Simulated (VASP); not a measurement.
# HgTe (Pm-3m) in VASP: further runs

Aim: see how the results for HgTe move with the level of theory and the settings. Levels: LDA, r2SCAN, PBE-based screened hybrid. Tasks: single point.

All numbers are computed with VASP 6.6.1; they aren't measurements. Logs are shortened: lines on timing, memory, paths and dates and some standing lists are left out, and cuts for length are marked.

## 1. The cell of the first run

It takes space group Pm-3m (No. 221, cubic). Conventional cell: a = 3.790 Å, b = 3.790 Å, c = 3.790 Å, α = 90.00°, β = 90.00°, γ = 90.00°. Within 4.3 Å of Hg (site symmetry m-3m) lie 8 Te at 3.28 Å and 6 Hg at 3.79 Å. Te (site symmetry m-3m) has 8 Hg at 3.28 Å and 6 Te at 3.79 Å within 4.3 Å.

## 2. Single point, LDA

The input, INCAR:

```
  PREC = Accurate
  ENCUT = 520
  EDIFF = 1E-6
  ISMEAR = -1
  SIGMA = 0.02
  LREAL = F
  LASPH = T
  NELM = 100
  ALGO = Normal
  ISIF = 2
  LWAVE = F
  LCHARG = F
  NBANDS = 16
```

The input, KPOINTS:

```
regular mesh
0
Gamma
  4 4 4
```

The input, POSCAR:

```
HgTe
1.0
    3.7903382949      0.0000000000      0.0000000000
    0.0000000000      3.7903382949      0.0000000000
    0.0000000000      0.0000000000      3.7903382949
Hg Te
1 1
Direct
    0.0000000000      0.0000000000      0.0000000000
    0.5000000000      0.5000000000      0.5000000000
```

Potentials or basis: VASP PAW LDA potentials, release 64 (Hg, Te).

On the command line:

```bash
$ cat potpaw_LDA.64/Hg/POTCAR potpaw_LDA.64/Te/POTCAR > POTCAR
$ mpirun -np 1 vasp_std > vasp.out
```

OUTCAR:

```text
PREC = Accurate
   ENCUT = 520
   EDIFF = 1E-6
   ISMEAR = -1
   LREAL = F
   LASPH = T
   NELM = 100
   ISIF = 2

 ion  position               nearest neighbor table
   1  0.000  0.000  0.000-   2 3.28   2 3.28   2 3.28   2 3.28   2 3.28   2 3.28   2 3.28   2 3.28

   2  0.500  0.500  0.500-   1 3.28   1 3.28   1 3.28   1 3.28   1 3.28   1 3.28   1 3.28   1 3.28

  LATTYP: Found a simple cubic cell.
 ALAT       =     3.7903382949

  Lattice vectors:

 A1 = (   3.7903382949,   0.0000000000,   0.0000000000)
 A2 = (   0.0000000000,   3.7903382949,   0.0000000000)
 A3 = (   0.0000000000,   0.0000000000,   3.7903382949)

Analysis of symmetry for initial positions (statically):
=====================================================================
 Subroutine PRICEL returns:
 Original cell was already a primitive cell.

 Routine SETGRP: Setting up the symmetry group for a
 simple cubic supercell.

 Subroutine GETGRP returns: Found 48 space group operations
 (whereof 48 operations were pure point group operations)
 out of a pool of 48 trial point group operations.

The static configuration has the point symmetry O_h .

Analysis of symmetry for dynamics (positions and initial velocities):
=====================================================================
 Subroutine PRICEL returns:
 Original cell was already a primitive cell.

 Routine SETGRP: Setting up the symmetry group for a
 simple cubic supercell.

 Subroutine GETGRP returns: Found 48 space group operations
 (whereof 48 operations were pure point group operations)
 out of a pool of 48 trial point group operations.

The dynamic configuration has the point symmetry O_h .

 Subroutine INISYM returns: Found 48 space group operations
 (whereof 48 operations are pure point group operations),
 and found     1 'primitive' translations

----------------------------------------------------------------------------------------

                                     Primitive cell

  volume of cell :      54.4545

  direct lattice vectors                    reciprocal lattice vectors
     3.790338295  0.000000000  0.000000000     0.263828693  0.000000000  0.000000000
     0.000000000  3.790338295  0.000000000     0.000000000  0.263828693  0.000000000
     0.000000000  0.000000000  3.790338295     0.000000000  0.000000000  0.263828693

  length of vectors
[... 64 lines left out ...]
   LASPH  =      T    aspherical Exc in radial PAW
   ENCUT  =  520.0 eV  38.22 Ry    6.18 a.u.   7.05  7.05  7.05*2*pi/ulx,y,z
   NELM   =    100;   NELMIN=  2; NELMDL= -5     # of ELM steps
   EDIFF  = 0.1E-05   stopping-criterion for ELM
   LREAL  =      F    real-space projection
   EDIFFG = 0.1E-04   stopping-criterion for IOM
   NSW    =      0    number of steps for IOM
   IBRION =     -1    ionic relax: 0-MD 1-quasi-New 2-CG
   NFREE  =      0    steps in history (QN), initial steepest desc. (CG)
   ISIF   =      2    stress and relaxation
   ISYM   =      2    0-nonsym 1-usesym 2-fastsym
   POTIM  = 0.5000    time-step for ionic-motion
   TEBEG  =    0.0;   TEEND  =   0.0 temperature during run
   PSTRESS=    0.0 pullay stress
   NELECT =      18.0000    total number of electrons
   NUPDOWN=      -1.0000    fix difference up-down
   EMIN   =  10.00;   EMAX   =-10.00  energy-range for DOS
   EFERMI =   0.00;   METHOD = LEGACY
   ISMEAR =    -1;   SIGMA  =   0.02  broadening in eV -4-tet -1-fermi 0-gaus
   EFERMI_NEDOS =   21; number of points for ismear=-14 and -15
   IALGO  =     38    algorithm
   IMIX   =      4    mixing-type and parameters
     AMIX     =   0.40;   BMIX     =  1.00
     AMIX_MAG =   1.60;   BMIX_MAG =  1.00
  volume/ion in A,a.u.               =      27.23       183.74
  Fermi-wavevector in a.u.,A,eV,Ry     =   1.131934  2.139045 17.432793  1.281274
  Thomas-Fermi vector in A             =   2.268634
   LORBIT       =      0    0 simple, 1 ext, 2 COOP (PROOUT), +10 PAW based schemes
   GGA     = CA    functional components
   LHFCALC =     F    Hartree Fock is set to
   AEXX    =    0.0000 exact exchange contribution
   IVDW    =     0    specifies the selected vdW correction
   LEPSILON=     F    determine dielectric tensor
   LRPA    =     F    only Hartree local field effects (RPA)
 non-spin polarized calculation
  energy-cutoff  :      520.00
  volume of cell :       54.45
 maximum number of plane-waves:      1492
   NGX = 15   NGY = 15   NGZ = 15

 number of electron      18.0000002 magnetization

 Free energy of the ion-electron system (eV)
  ---------------------------------------------------
  ext. energy  EPLUGINS =         0.00000000
  ---------------------------------------------------
  free energy    TOTEN  =        -4.27680855 eV

  energy without entropy =       -4.27341007  energy(sigma->0) =       -4.27510931

 E-fermi :   4.5257     XC(G=0): -10.4555

 val. band max:        4.4934852016   @ k =   0.5000   0.2500   0.0000
 cond. band min:       4.7388627194   @ k =   0.2500   0.2500   0.0000
 fundamental gap:      0.2453775178
 Fermi energy:         4.5257098555

 k-point     1 :       0.0000    0.0000    0.0000
  band No.  band energies     occupation
      1      -7.7093      2.00000
      2      -1.8072      2.00000
      3      -1.8072      2.00000
      4      -1.3246      2.00000
      5      -1.3246      2.00000
      6      -1.3246      2.00000
[... 167 lines left out ...]
      3      -2.1891      2.00000
      4      -2.1891      2.00000
      5      -1.0726      2.00000
      6      -1.0726      2.00000
[... 8 lines left out ...]
     15      20.8097      0.00000
     16      20.9319      0.00000

------------------------ aborting loop because EDIFF is reached ----------------------------------------

  FORCE on cell =-STRESS in cart. coord.  units (eV):
  Direction    XX          YY          ZZ          XY          YZ          ZX
  --------------------------------------------------------------------------------------
  -------------------------------------------------------------------------------------
  Total       -1.4624599     -1.4624599     -1.4624599     -0.0000000      0.0000000      0.0000000
  in kB      -43.0289370    -43.0289370    -43.0289370     -0.0000000      0.0000000      0.0000000
  external PRESSURE =     -43.0289370 kB  Pullay stress =       0.0000000 kB

 VOLUME and BASIS-vectors are now :
 -----------------------------------------------------------------------------
  energy-cutoff  :      520.00
  volume of cell :       54.45
      direct lattice vectors                 reciprocal lattice vectors
     3.790338295  0.000000000  0.000000000     0.263828693  0.000000000  0.000000000
     0.000000000  3.790338295  0.000000000     0.000000000  0.263828693  0.000000000
     0.000000000  0.000000000  3.790338295     0.000000000  0.000000000  0.263828693

 POSITION                                       TOTAL-FORCE (eV/Angst)
 -----------------------------------------------------------------------------------
      0.00000      0.00000      0.00000         0.000000      0.000000      0.000000
      1.89517      1.89517      1.89517         0.000000      0.000000      0.000000
 -----------------------------------------------------------------------------------
    total drift:                               -0.000000      0.000000     -0.000000

  FREE ENERGIE OF THE ION-ELECTRON SYSTEM (eV)
  ---------------------------------------------------
  free  energy   TOTEN  =        -4.2768085474 eV

  energy  without entropy=       -4.2734100699  energy(sigma->0) =       -4.27510931
```

OSZICAR:

```text
N       E                     dE             d eps       ncg     rms          rms(c)
DAV:   1     0.108547477236E+03    0.10855E+03   -0.81363E+03   320   0.995E+02
DAV:   2    -0.102583590311E+01   -0.10957E+03   -0.10285E+03   376   0.237E+02
DAV:   3    -0.432571819558E+01   -0.32999E+01   -0.32753E+01   392   0.424E+01
DAV:   4    -0.434746317152E+01   -0.21745E-01   -0.21744E-01   416   0.335E+00
DAV:   5    -0.434779675672E+01   -0.33359E-03   -0.33359E-03   416   0.356E-01    0.614E+00
DAV:   6    -0.428506415093E+01    0.62733E-01   -0.12936E-01   360   0.432E+00    0.429E+00
DAV:   7    -0.427747607176E+01    0.75881E-02   -0.24762E-02   368   0.117E+00    0.123E+00
DAV:   8    -0.427680315217E+01    0.67292E-03   -0.31828E-03   384   0.680E-01    0.150E-01
DAV:   9    -0.427680514298E+01   -0.19908E-05   -0.67715E-05   416   0.717E-02    0.112E-01
DAV:  10    -0.427680909923E+01   -0.39562E-05   -0.18735E-05   352   0.334E-02    0.260E-02
DAV:  11    -0.427680854745E+01    0.55178E-06   -0.34376E-06   392   0.180E-02
   1 F= -.42768085E+01 E0= -.42751093E+01  d E =-.339848E-02
```

stdout:

```text
POSCAR found type information on POSCAR HgTe
 POSCAR found :  2 types and       2 ions
 scaLAPACK will be used
 LDA part: xc-table for (Slater(with rela. corr.)+CA(PZ))
 , standard interpolation
 POSCAR, INCAR and KPOINTS ok, starting setup
 FFT: planning ... GRIDC
 FFT: planning ... GRID_SOFT
 FFT: planning ... GRID
 WAVECAR not read
 entering main loop
```

It took 3.9 s on 1 thread of Intel Xeon Platinum 8488C (Sapphire Rapids), shared host; peak memory 0.14 GiB.

What came out:

* Free energy: -4.2768 eV
* Pressure: -4.3 GPa
* Band gap on the k mesh: zero (band 9 reaches 5.21 eV, above the bottom of band 10 at 3.58 eV)

Caveat: the k points lie up to 0.41 Å⁻¹ apart; spin-orbit coupling is left out, which moves the levels of the heavy elements.

## 3. Single point, r2SCAN

POSCAR is that of step 2.

The input, INCAR.step1:

```
  PREC = Accurate
  ENCUT = 520
  ISMEAR = -1
  SIGMA = 0.02
  LREAL = False
  LASPH = True
  NELM = 100
  NBANDS = 16
  GGA = PE
  ALGO = Normal
  EDIFF = 1E-4
  LWAVE = True
  LCHARG = False
```

The input, INCAR.step2:

```
  PREC = Accurate
  ENCUT = 520
  EDIFF = 1E-6
  ISMEAR = -1
  SIGMA = 0.02
  LREAL = False
  LASPH = True
  NELM = 100
  ALGO = Normal
  ISIF = 2
  LWAVE = False
  LCHARG = False
  METAGGA = R2SCAN
  LMIXTAU = True
  NBANDS = 16
  ISTART = 1
```

KPOINTS is that of step 2.

Potentials or basis: VASP PAW PBE potentials, release 64 (Hg, Te).

On the command line:

```bash
$ cat potpaw_PBE.64/Hg/POTCAR potpaw_PBE.64/Te/POTCAR > POTCAR
$ cp INCAR.step1 INCAR
$ mpirun -np 1 vasp_std > vasp.out
$ cp INCAR.step2 INCAR
$ mpirun -np 1 vasp_std > vasp.out
```

It took 23 s on 1 thread of Intel Xeon Platinum 8488C (Sapphire Rapids), shared host; peak memory 0.16 GiB.

It converged, with:

```yaml
Free_energy: -74.1738 eV
Pressure: 0.2 GPa
Band_gap_on_the_k_mesh: zero (band 9 reaches 5.20 eV, above the bottom of band 10 at 3.63 eV)
```

Levels at points of the mesh, in eV from the Fermi level:
| k point | band 7 | band 8 | band 9 | band 10 | band 11 | band 12 |
| --- | --- | --- | --- | --- | --- | --- |
| (0.00, 0.00, 0.00) | -1.94 | -1.01 | -1.01 | -1.01 | 6.10 | 6.10 |
| (0.50, 0.00, 0.00) | -5.49 | 0.56 | 0.56 | 2.64 | 3.63 | 6.06 |
| (0.50, 0.50, 0.00) | -4.22 | -4.22 | -2.72 | 0.52 | 7.30 | 7.30 |
| (0.50, 0.50, 0.50) | -1.64 | -1.64 | -1.64 | -0.95 | 1.62 | 1.62 |

Caveat: the k points lie up to 0.41 Å⁻¹ apart; the PAW data sets were made with another functional, which shifts forces and pressure a little; spin-orbit coupling is left out, which moves the levels of the heavy elements.

## 4. Single point, r2SCAN

POSCAR is that of step 3.

The input, INCAR.step1:

```
SYSTEM = HgTe
PREC = Accurate
ENCUT = 520
ISMEAR = -1
SIGMA = 0.02
LREAL = .FALSE.
LASPH = .TRUE.
NELM = 80
NBANDS = 16
GGA = PE
ALGO = Normal
EDIFF = 1E-4
LWAVE = .TRUE.
LCHARG = .FALSE.
```

The input, INCAR.step2:

```
SYSTEM = HgTe
PREC = Accurate
ENCUT = 520
EDIFF = 1E-7
ISMEAR = -1
SIGMA = 0.02
LREAL = .FALSE.
LASPH = .TRUE.
NELM = 80
ALGO = Normal
ISIF = 2
LWAVE = .FALSE.
LCHARG = .FALSE.
METAGGA = R2SCAN
LMIXTAU = .TRUE.
NBANDS = 16
ISTART = 1
```

The input, KPOINTS:

```
regular mesh
0
G
  4 4 4
  0 0 0
```

On the command line:

```bash
$ cat potpaw_PBE.64/Hg/POTCAR potpaw_PBE.64/Te/POTCAR > POTCAR
$ cp INCAR.step1 INCAR
$ mpirun -np 1 vasp_std > vasp.out
$ cp INCAR.step2 INCAR
$ mpirun -np 1 vasp_std > vasp.out
```

Wall time 40 s (1 thread of Intel Xeon Platinum 8488C (Sapphire Rapids), shared host); peak memory 0.16 GiB.

Results (log left out):

* Free energy: -74.1738 eV
* Pressure: 0.2 GPa
* Band gap on the k mesh: zero (band 9 reaches 5.20 eV, above the bottom of band 10 at 3.63 eV)

Levels at points of the mesh, in eV from the Fermi level:
| k point | band 5 | band 6 | band 7 | band 8 | band 9 | band 10 | band 11 | band 12 | band 13 | band 14 |
| --- | --- | --- | --- | --- | --- | --- | --- | --- | --- | --- |
| (0.00, 0.00, 0.00) | -6.26 | -6.26 | -1.94 | -1.01 | -1.01 | -1.01 | 6.10 | 6.10 | 10.34 | 10.34 |
| (0.50, 0.00, 0.00) | -6.58 | -6.24 | -5.49 | 0.56 | 0.56 | 2.64 | 3.63 | 6.06 | 6.06 | 6.41 |
| (0.50, 0.50, 0.00) | -6.03 | -5.96 | -4.22 | -4.22 | -2.72 | 0.52 | 7.30 | 7.30 | 8.24 | 8.84 |
| (0.50, 0.50, 0.50) | -6.02 | -6.02 | -1.64 | -1.64 | -1.64 | -0.95 | 1.62 | 1.62 | 1.62 | 17.22 |

Caveat: the k points lie up to 0.41 Å⁻¹ apart; the PAW data sets were made with another functional, which shifts forces and pressure a little; spin-orbit coupling is left out, which moves the levels of the heavy elements.

## 5. Single point, r2SCAN

POSCAR is that of step 4.

The input, INCAR.step1:

```
ALGO = Normal
EDIFF = 1E-4
ENCUT = 520
GGA = PE
ISMEAR = 1
LASPH = True
LCHARG = False
LREAL = False
LWAVE = True
NBANDS = 16
NELM = 80
PREC = Accurate
SIGMA = 0.001
```

The input, INCAR.step2:

```
ALGO = Normal
EDIFF = 1E-6
ENCUT = 520
ISIF = 2
ISMEAR = 1
ISTART = 1
LASPH = True
LCHARG = False
LMIXTAU = True
LREAL = False
LWAVE = False
METAGGA = R2SCAN
NBANDS = 16
NELM = 80
PREC = Accurate
SIGMA = 0.001
```

The input, KPOINTS:

```
k-points
0
Gamma
  4 4 4
```

On the command line:

```bash
$ cat potpaw_PBE.64/Hg/POTCAR potpaw_PBE.64/Te/POTCAR > POTCAR
$ cp INCAR.step1 INCAR
$ mpirun -np 1 vasp_std > vasp.out
$ cp INCAR.step2 INCAR
$ mpirun -np 1 vasp_std > vasp.out
```

It took 34 s on 1 thread of Intel Xeon Platinum 8488C (Sapphire Rapids), shared host; peak memory 0.16 GiB.

Results (log left out):

```
Free energy            : -74.1703 eV
Pressure               : 0.2 GPa
Band gap on the k mesh : zero (band 9 reaches 5.20 eV, above the bottom of band 10 at 3.63 eV)
```

Levels at points of the mesh, in eV from the Fermi level:
```csv
k point,band 5,band 6,band 7,band 8,band 9,band 10,band 11,band 12,band 13,band 14
"(0.00, 0.00, 0.00)",-6.23,-6.23,-1.91,-0.98,-0.98,-0.98,6.13,6.13,10.37,10.37
"(0.50, 0.00, 0.00)",-6.55,-6.21,-5.46,0.58,0.58,2.66,3.66,6.09,6.09,6.43
"(0.50, 0.50, 0.00)",-6.00,-5.93,-4.19,-4.19,-2.69,0.54,7.33,7.33,8.26,8.87
"(0.50, 0.50, 0.50)",-5.99,-5.99,-1.61,-1.61,-1.61,-0.92,1.65,1.65,1.65,17.25
```

Caveat: the k points lie up to 0.41 Å⁻¹ apart; the PAW data sets were made with another functional, which shifts forces and pressure a little; spin-orbit coupling is left out, which moves the levels of the heavy elements.

## 6. Single point, PBE-based screened hybrid

POSCAR is that of step 5.

The input, INCAR.step1:

```
  ALGO = Normal
  EDIFF = 1E-5
  ENCUT = 520
  GGA = PE
  ISIF = 2
  ISMEAR = -1
  LASPH = True
  LREAL = False
  LWAVE = True
  NBANDS = 16
  NELM = 80
  PREC = Accurate
  SIGMA = 0.02
```

The input, INCAR.step2:

```
  AEXX = 0.5
  ALGO = Normal
  EDIFF = 1E-6
  ENCUT = 520
  GGA = PE
  HFSCREEN = 0.5
  ISIF = 2
  ISMEAR = -1
  ISTART = 1
  LASPH = True
  LCHARG = True
  LELF = True
  LHFCALC = True
  LREAL = False
  LVHAR = True
  LWAVE = False
  NBANDS = 16
  NELM = 80
  PREC = Accurate
  PRECFOCK = Normal
  SIGMA = 0.02
```

KPOINTS is that of step 5.

Potentials or basis: VASP PAW PBE potentials, release 64 (Hg, Te).

On the command line:

```bash
$ cat potpaw_PBE.64/Hg/POTCAR potpaw_PBE.64/Te/POTCAR > POTCAR
$ cp INCAR.step1 INCAR
$ mpirun -np 1 vasp_std > vasp.out
$ cp INCAR.step2 INCAR
$ mpirun -np 1 vasp_std > vasp.out
```

Run time: 41 min. Hardware: 1 thread of AMD EPYC 7R43 (Zen 3), shared host; peak memory 0.24 GiB.

Results (log left out):

| Item | Value |
| --- | --- |
| Free energy | -3.8273 eV |
| Pressure | -1.0 GPa |
| Band gap on the k mesh | zero (band 9 reaches 5.17 eV, above the bottom of band 10 at 3.51 eV) |

Levels at points of the mesh, in eV from the Fermi level:
```csv
k point,band 7,band 8,band 9,band 10,band 11,band 12
"(0.00, 0.00, 0.00)",-2.14,-1.15,-1.15,-1.15,5.93,5.93
"(0.50, 0.00, 0.00)",-6.55,0.50,0.50,3.01,3.22,6.14
"(0.50, 0.50, 0.00)",-4.70,-4.70,-2.89,0.56,7.43,7.43
"(0.50, 0.50, 0.50)",-2.09,-2.09,-2.09,-0.76,1.40,1.40
```

Caveat: the k points lie up to 0.41 Å⁻¹ apart; the PAW data sets were made with another functional, which shifts forces and pressure a little; spin-orbit coupling is left out, which moves the levels of the heavy elements.

## 7. Single point, PBE-based screened hybrid

POSCAR is that of step 6.

The input, INCAR.step1:

```
ALGO = Normal
EDIFF = 1E-5
ENCUT = 520
GGA = PE
ISIF = 2
ISMEAR = -1
LASPH = True
LREAL = False
LWAVE = True
NBANDS = 16
NELM = 60
PREC = Accurate
SIGMA = 0.02
```

The input, INCAR.step2:

```
AEXX = 0.15
ALGO = Normal
EDIFF = 1E-6
ENCUT = 520
GGA = PE
HFSCREEN = 0.1
ISIF = 2
ISMEAR = -1
ISTART = 1
LASPH = True
LCHARG = True
LELF = True
LHFCALC = True
LREAL = False
LVHAR = True
LWAVE = False
NBANDS = 16
NELM = 60
PREC = Accurate
PRECFOCK = Normal
SIGMA = 0.02
```

KPOINTS is that of step 6.

On the command line:

```bash
$ cat potpaw_PBE.64/Hg/POTCAR potpaw_PBE.64/Te/POTCAR > POTCAR
$ cp INCAR.step1 INCAR
$ mpirun -np 1 vasp_std > vasp.out
$ cp INCAR.step2 INCAR
$ mpirun -np 1 vasp_std > vasp.out
```

Run time: 10 min. Hardware: 1 thread of AMD EPYC 7R43 (Zen 3), shared host; peak memory 0.25 GiB.

The run converged. Its results:

* Free energy: -3.3628 eV
* Pressure: -0.8 GPa
* Band gap on the k mesh: zero (band 9 reaches 5.35 eV, above the bottom of band 10 at 3.53 eV)

Levels at points of the mesh, in eV from the Fermi level:
```
           k point  band 7  band 8  band 9  band 10  band 11  band 12
(0.00, 0.00, 0.00)   -2.10   -1.10   -1.10    -1.10     6.06     6.06
(0.50, 0.00, 0.00)   -5.94    0.72    0.72     2.93     3.45     6.18
(0.50, 0.50, 0.00)   -4.55   -4.55   -2.91     0.75     7.38     7.38
(0.50, 0.50, 0.50)   -1.88   -1.88   -1.88    -0.95     1.58     1.58
```

Caveat: the k points lie up to 0.41 Å⁻¹ apart; the PAW data sets were made with another functional, which shifts forces and pressure a little; spin-orbit coupling is left out, which moves the levels of the heavy elements.

## 8. Overview

```tsv
level	potentials or basis	smearing	grid for exact exchange (PRECFOCK)	share of exact exchange	screening parameter	gap on the mesh (eV)	pressure (GPa)
LDA	VASP PAW LDA potentials, release 64 (Hg, Te)	fermi-dirac 0.02 eV	-	-	-	none	-4.3
r2SCAN	VASP PAW PBE potentials, release 64 (Hg, Te)	fermi-dirac 0.02 eV	-	-	-	none	0.2
r2SCAN	VASP PAW PBE potentials, release 64 (Hg, Te)	methfessel-paxton 0.001 eV	-	-	-	none	0.2
PBE-based screened hybrid	VASP PAW PBE potentials, release 64 (Hg, Te)	fermi-dirac 0.02 eV	Normal	0.5	0.5 1/Å	none	-1.0
PBE-based screened hybrid	VASP PAW PBE potentials, release 64 (Hg, Te)	fermi-dirac 0.02 eV	Normal	0.15	0.1 1/Å	none	-0.8
```

Alike in all rows: task single point; no spin polarisation; cell as given; k mesh 4 × 4 × 4; cutoff (eV) 520.

Caveats: all runs use coarse meshes; spin-orbit coupling is left out, which moves the levels of the heavy elements; the PAW data sets were made with another functional, which shifts forces and pressure a little (some runs).

Absolute energies hang on the potentials; compare differences alone.
